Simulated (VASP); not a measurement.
# Li16H (a cell with a defect) in VASP: single point with PBEsol

Aim: the single point of Li16H (a cell with a defect) with PBEsol.

Everything below comes from runs of VASP 6.6.1. Logs are shortened: lines on timing, memory, paths and dates and some standing lists are left out, and cuts for length are marked.

## 1. The cell of the first run

The cell holds a defect, 17 atoms: a = 6.980 Å, b = 6.980 Å, c = 6.980 Å, α = 90.00°, β = 90.00°, γ = 90.00°.

## 2. Single point, PBEsol

Contents of INCAR:

```
SYSTEM = Li16H
ALGO = Normal
EDIFF = 1E-6
ENCUT = 520
GGA = PS
ISIF = 2
ISMEAR = -1
LASPH = .True.
LCHARG = .False.
LREAL = Auto
LWAVE = .False.
NBANDS = 38
NELM = 60
PREC = Accurate
SIGMA = 0.15
```

Contents of KPOINTS:

```
k-points
0
Gamma
  3 3 3
  0 0 0
```

Contents of POSCAR:

```
Li16H
1.0
    6.9800000000      0.0000000000      0.0000000000
    0.0000000000      6.9800000000      0.0000000000
    0.0000000000      0.0000000000      6.9800000000
Li H
16 1
Direct
   -0.0033339129     -0.0000123414     -0.0020325547
    0.4897275260     -0.0000162520      0.0085238377
    0.0015214862      0.4999887382      0.0023735506
   -0.0032759030     -0.0000124455      0.5019910263
    0.2598165305      0.2424889635      0.2500078839
    0.5041729623      0.4999359259     -0.0059292695
    0.4897349075     -0.0000160454      0.4914781286
    0.7539266121      0.2526453768      0.2500040833
    0.0015081664      0.4999885037      0.4976572538
    0.2597931432      0.7574983860      0.2500076625
    0.2460198006      0.2560125640      0.7500257244
    0.5041709266      0.4999356855      0.5059388878
    0.7537870502      0.7474508600      0.2500041836
    0.7483646816      0.2471958727      0.7500029663
    0.2460265222      0.7439637173      0.7500258409
    0.7483961113      0.7527260789      0.7500031431
    0.3717177892     -0.0003208882      0.2501400515
```

Potentials or basis: VASP PAW PBE potentials, release 64 (Li_sv, H).

The run is started by

```console
> cat potpaw_PBE.64/Li_sv/POTCAR potpaw_PBE.64/H/POTCAR > POTCAR
> mpirun -np 1 vasp_std > vasp.out
```

OUTCAR:

```text
SYSTEM = Li16H
   EDIFF = 1E-6
   ENCUT = 520
   GGA = PS
   ISIF = 2
   ISMEAR = -1
   LASPH = .True.
   LREAL = Auto
   NELM = 60
   PREC = Accurate

 ion  position               nearest neighbor table
   1  0.997  1.000  0.998-
   2  0.490  1.000  0.009-
   3  0.002  0.500  0.002-
   4  0.997  1.000  0.502-
   5  0.260  0.242  0.250-
   6  0.504  0.500  0.994-
[... 9 lines left out ...]
  16  0.748  0.753  0.750-
  17  0.372  1.000  0.250-

  LATTYP: Found a simple cubic cell.
 ALAT       =     6.9800000000

  Lattice vectors:

 A1 = (   6.9800000000,   0.0000000000,   0.0000000000)
 A2 = (   0.0000000000,   6.9800000000,   0.0000000000)
 A3 = (   0.0000000000,   0.0000000000,   6.9800000000)

Analysis of symmetry for initial positions (statically):
=====================================================================
 Subroutine PRICEL returns:
 Original cell was already a primitive cell.

 Routine SETGRP: Setting up the symmetry group for a
 simple cubic supercell.

 Subroutine GETGRP returns: Found  1 space group operations
 (whereof  1 operations were pure point group operations)
 out of a pool of 48 trial point group operations.

The static configuration has the point symmetry C_1 .

Analysis of symmetry for dynamics (positions and initial velocities):
=====================================================================
 Subroutine PRICEL returns:
 Original cell was already a primitive cell.

 Routine SETGRP: Setting up the symmetry group for a
 simple cubic supercell.

 Subroutine GETGRP returns: Found  1 space group operations
 (whereof  1 operations were pure point group operations)
 out of a pool of 48 trial point group operations.

The dynamic configuration has the point symmetry C_1 .

 Subroutine INISYM returns: Found  1 space group operations
 (whereof  1 operations are pure point group operations),
 and found     1 'primitive' translations

----------------------------------------------------------------------------------------

                                     Primitive cell

  volume of cell :     340.0684

  direct lattice vectors                    reciprocal lattice vectors
     6.980000000  0.000000000  0.000000000     0.143266476  0.000000000  0.000000000
     0.000000000  6.980000000  0.000000000     0.000000000  0.143266476  0.000000000
     0.000000000  0.000000000  6.980000000     0.000000000  0.000000000  0.143266476

  length of vectors
     6.980000000  6.980000000  6.980000000     0.143266476  0.143266476  0.143266476

  position of ions in fractional coordinates (direct lattice)
     0.996666087  0.999987659  0.997967445
     0.489727526  0.999983748  0.008523838
     0.001521486  0.499988738  0.002373551
     0.996724097  0.999987555  0.501991026
     0.259816530  0.242488964  0.250007884
     0.504172962  0.499935926  0.994070730
[... 9 lines left out ...]
     0.748396111  0.752726079  0.750003143
     0.371717789  0.999679112  0.250140051

  ion indices of the primitive-cell ions
   primitive index   ion index
                 1           1
                 2           2
                 3           3
                 4           4
                 5           5
                 6           6
[... 9 lines left out ...]
                16          16
                17          17

----------------------------------------------------------------------------------------

 KPOINTS: k-points

Automatic generation of k-mesh.
 Grid dimensions read from file:
 generate k-points for:    3    3    3

 Generating k-lattice:

  Cartesian coordinates                     Fractional coordinates (reciprocal lattice)
     0.047755492  0.000000000  0.000000000     0.333333333  0.000000000  0.000000000
     0.000000000  0.047755492  0.000000000     0.000000000  0.333333333  0.000000000
     0.000000000  0.000000000  0.047755492     0.000000000  0.000000000  0.333333333

  Length of vectors
     0.047755492  0.047755492  0.047755492

  Shift w.r.t. Gamma in fractional coordinates (k-lattice)
     0.000000000  0.000000000  0.000000000

 Subroutine IBZKPT returns following result:
 ===========================================

 Found     14 irreducible k-points:

 Following reciprocal coordinates:
            Coordinates               Weight
  0.000000  0.000000  0.000000      1.000000
  0.333333  0.000000  0.000000      2.000000
  0.000000  0.333333  0.000000      2.000000
  0.000000  0.000000  0.333333      2.000000
  0.333333  0.333333  0.000000      2.000000
  0.000000  0.333333  0.333333      2.000000
  0.333333  0.000000  0.333333      2.000000
 -0.333333  0.333333  0.000000      2.000000
 -0.333333  0.000000  0.333333      2.000000
  0.000000 -0.333333  0.333333      2.000000
  0.333333  0.333333  0.333333      2.000000
 -0.333333  0.333333  0.333333      2.000000
 -0.333333 -0.333333  0.333333      2.000000
  0.333333 -0.333333  0.333333      2.000000
   k-points           NKPTS =     14   k-points in BZ     NKDIM =     14   number of bands    NBANDS=     38
   number of dos      NEDOS =    301   number of ions     NIONS =     17
   total plane-waves  NPLWV = 157464
   dimension x,y,z NGX =    54 NGY =   54 NGZ =   54
   dimension x,y,z NGXF=   108 NGYF=  108 NGZF=  108
   ions per type =              16   1
   NGX,Y,Z   is equivalent  to a cutoff of  12.86, 12.86, 12.86 a.u.
   NGXF,Y,Z  is equivalent  to a cutoff of  25.72, 25.72, 25.72 a.u.
 SYSTEM =  Li16H
   PREC   = accura    normal or accurate (medium, high low for compatibility)
   ISTART =      0    job   : 0-new  1-cont  2-samecut
   ICHARG =      2    charge: 1-file 2-atom 10-const
   ISPIN  =      1    spin polarized calculation?
   LNONCOLLINEAR =      F non collinear calculations
   LSORBIT =      F    spin-orbit coupling
   LASPH  =      T    aspherical Exc in radial PAW
   ENCUT  =  520.0 eV  38.22 Ry    6.18 a.u.  12.98 12.98 12.98*2*pi/ulx,y,z
   NELM   =     60;   NELMIN=  2; NELMDL= -5     # of ELM steps
   EDIFF  = 0.1E-05   stopping-criterion for ELM
   LREAL  =      T    real-space projection
   EDIFFG = 0.1E-04   stopping-criterion for IOM
   NSW    =      0    number of steps for IOM
[... 5 lines left out ...]
   TEBEG  =    0.0;   TEEND  =   0.0 temperature during run
   PSTRESS=    0.0 pullay stress
   NELECT =      49.0000    total number of electrons
   NUPDOWN=      -1.0000    fix difference up-down
   EMIN   =  10.00;   EMAX   =-10.00  energy-range for DOS
   EFERMI =   0.00;   METHOD = LEGACY
   ISMEAR =    -1;   SIGMA  =   0.15  broadening in eV -4-tet -1-fermi 0-gaus
   EFERMI_NEDOS =   21; number of points for ismear=-14 and -15
   IALGO  =     38    algorithm
   IMIX   =      4    mixing-type and parameters
     AMIX     =   0.40;   BMIX     =  1.00
     AMIX_MAG =   1.60;   BMIX_MAG =  1.00
  volume/ion in A,a.u.               =      20.00       134.99
  Fermi-wavevector in a.u.,A,eV,Ry     =   0.858258  1.621873 10.022155  0.736608
  Thomas-Fermi vector in A             =   1.975436
   LORBIT       =      0    0 simple, 1 ext, 2 COOP (PROOUT), +10 PAW based schemes
   GGA     = PS    functional components
   LHFCALC =     F    Hartree Fock is set to
   AEXX    =    0.0000 exact exchange contribution
   IVDW    =     0    specifies the selected vdW correction
   LEPSILON=     F    determine dielectric tensor
   LRPA    =     F    only Hartree local field effects (RPA)
 non-spin polarized calculation
  energy-cutoff  :      520.00
  volume of cell :      340.07
 maximum number of plane-waves:      9180
 NGX is ok and might be reduce to    54
   NGX = 25   NGY = 25   NGZ = 25

 number of electron      48.9999979 magnetization

 Free energy of the ion-electron system (eV)
  ---------------------------------------------------
  ext. energy  EPLUGINS =         0.00000000
  ---------------------------------------------------
  free energy    TOTEN  =       -35.44198327 eV

  energy without entropy =      -34.87466444  energy(sigma->0) =      -35.15832386

 E-fermi :   0.4940     XC(G=0):  -6.9482

 val. band max:        0.2959187287   @ k =   0.3333   0.0000   0.0000
 cond. band min:       0.5134379549   @ k =   0.0000   0.3333   0.3333
 fundamental gap:      0.2175192262
 Fermi energy:         0.4939925288

 k-point     1 :       0.0000    0.0000    0.0000
  band No.  band energies     occupation
      1     -45.5452      2.00000
      2     -45.5419      2.00000
      3     -45.5347      2.00000
      4     -45.5338      2.00000
      5     -45.4360      2.00000
      6     -45.4308      2.00000
[... 28 lines left out ...]
     35       3.6200      0.00000
     36       3.7738      0.00000

 k-point     2 :       0.3333    0.0000    0.0000
  band No.  band energies     occupation
      1     -45.5451      2.00000
      2     -45.5419      2.00000
      3     -45.5347      2.00000
      4     -45.5338      2.00000
      5     -45.4357      2.00000
      6     -45.4309      2.00000
[... 28 lines left out ...]
     35       3.7568      0.00000
     36       3.7569      0.00000

 k-point     3 :       0.0000    0.3333    0.0000
  band No.  band energies     occupation
      1     -45.5451      2.00000
      2     -45.5419      2.00000
      3     -45.5352      2.00000
      4     -45.5335      2.00000
      5     -45.4357      2.00000
      6     -45.4313      2.00000
[... 28 lines left out ...]
     35       3.7649      0.00000
     36       3.7840      0.00000

 k-point     4 :       0.0000    0.0000    0.3333
  band No.  band energies     occupation
      1     -45.5446      2.00000
      2     -45.5426      2.00000
      3     -45.5347      2.00000
      4     -45.5338      2.00000
      5     -45.4358      2.00000
      6     -45.4309      2.00000
[... 28 lines left out ...]
     35       3.7647      0.00000
     36       3.7842      0.00000

 k-point     5 :       0.3333    0.3333    0.0000
  band No.  band energies     occupation
      1     -45.5450      2.00000
      2     -45.5420      2.00000
      3     -45.5352      2.00000
      4     -45.5335      2.00000
      5     -45.4354      2.00000
      6     -45.4313      2.00000
[... 265 lines left out ...]
 k-point    12 :      -0.3333    0.3333    0.3333
  band No.  band energies     occupation
      1     -45.5445      2.00000
      2     -45.5426      2.00000
      3     -45.5352      2.00000
      4     -45.5334      2.00000
      5     -45.4353      2.00000
      6     -45.4313      2.00000
[... 28 lines left out ...]
     35       3.6873      0.00000
     36       3.7132      0.00000

 k-point    13 :      -0.3333   -0.3333    0.3333
  band No.  band energies     occupation
      1     -45.5445      2.00000
      2     -45.5426      2.00000
      3     -45.5352      2.00000
      4     -45.5334      2.00000
      5     -45.4353      2.00000
      6     -45.4313      2.00000
[... 28 lines left out ...]
     35       3.6875      0.00000
     36       3.7131      0.00000

 k-point    14 :       0.3333   -0.3333    0.3333
  band No.  band energies     occupation
      1     -45.5445      2.00000
      2     -45.5426      2.00000
      3     -45.5352      2.00000
      4     -45.5334      2.00000
      5     -45.4353      2.00000
      6     -45.4313      2.00000
[... 28 lines left out ...]
     35       3.6874      0.00000
     36       3.7132      0.00000
 [bands above 36 left out]

------------------------ aborting loop because EDIFF is reached ----------------------------------------

  FORCE on cell =-STRESS in cart. coord.  units (eV):
  Direction    XX          YY          ZZ          XY          YZ          ZX
  --------------------------------------------------------------------------------------
  -------------------------------------------------------------------------------------
  Total       -1.7386279     -1.5462009     -1.6168415      0.0048553      0.0001876      0.0023263
  in kB       -8.1912649     -7.2846759     -7.6174876      0.0228748      0.0008838      0.0109602
  external PRESSURE =      -7.6978095 kB  Pullay stress =       0.0000000 kB

 VOLUME and BASIS-vectors are now :
 -----------------------------------------------------------------------------
  energy-cutoff  :      520.00
  volume of cell :      340.07
      direct lattice vectors                 reciprocal lattice vectors
     6.980000000  0.000000000  0.000000000     0.143266476  0.000000000  0.000000000
     0.000000000  6.980000000  0.000000000     0.000000000  0.143266476  0.000000000
     0.000000000  0.000000000  6.980000000     0.000000000  0.000000000  0.143266476

 POSITION                                       TOTAL-FORCE (eV/Angst)
 -----------------------------------------------------------------------------------
      6.95673      6.97991      6.96581         0.006497      0.000032      0.004747
      3.41830      6.97989      0.05950         0.000824     -0.000185      0.042860
      0.01062      3.48992      0.01657         0.009326      0.000141      0.001501
      6.95713      6.97991      3.50390         0.006070      0.000023     -0.004353
      1.81352      1.69257      1.74506        -0.007337     -0.028272      0.000142
      3.51913      3.48955      6.93861        -0.002349     -0.000135      0.013432
[... 9 lines left out ...]
      5.22380      5.25403      5.23502        -0.011427      0.009668     -0.000321
      2.59459      6.97776      1.74598         0.011426      0.005954     -0.002298
 -----------------------------------------------------------------------------------
    total drift:                               -0.009740     -0.001418     -0.000894

  FREE ENERGIE OF THE ION-ELECTRON SYSTEM (eV)
  ---------------------------------------------------
  free  energy   TOTEN  =       -35.4419832708 eV

  energy  without entropy=      -34.8746644432  energy(sigma->0) =      -35.15832386
```

It took 3.3 min on 1 thread of Intel Xeon Platinum 8488C (Sapphire Rapids), shared host; peak memory 0.41 GiB.

Results:

| Item | Value |
| --- | --- |
| Free energy | -35.4420 eV |
| Largest force | 0.043 eV/Å |
| Band gap on the k mesh | zero (an odd number of electrons rules out a gap without spin polarisation) |

Forces on the atoms (eV/Å):
```
Li   0.006  0.000  0.005
Li   0.001  0.000  0.043
Li   0.009  0.000  0.002
Li   0.006  0.000 -0.004
Li  -0.007 -0.028  0.000
Li  -0.002  0.000  0.013
Li   0.002  0.000 -0.040
Li   0.001  0.002  0.000
Li   0.009  0.000 -0.003
Li  -0.009  0.023  0.000
Li  -0.002 -0.012  0.000
Li  -0.003  0.000 -0.013
Li   0.002 -0.002  0.000
Li  -0.011 -0.010  0.000
Li  -0.002  0.011  0.000
Li  -0.011  0.010  0.000
H    0.011  0.006 -0.002
```

Caveat: the cutoff is under 1.25 times the usual one of these potentials, so pressure, stress and relaxed cells hold a basis-set (Pulay) error; the PAW data sets were made with another functional, which shifts forces and pressure a little.

The gap in the log of VASP goes by the Fermi energy; the results here count the filled bands.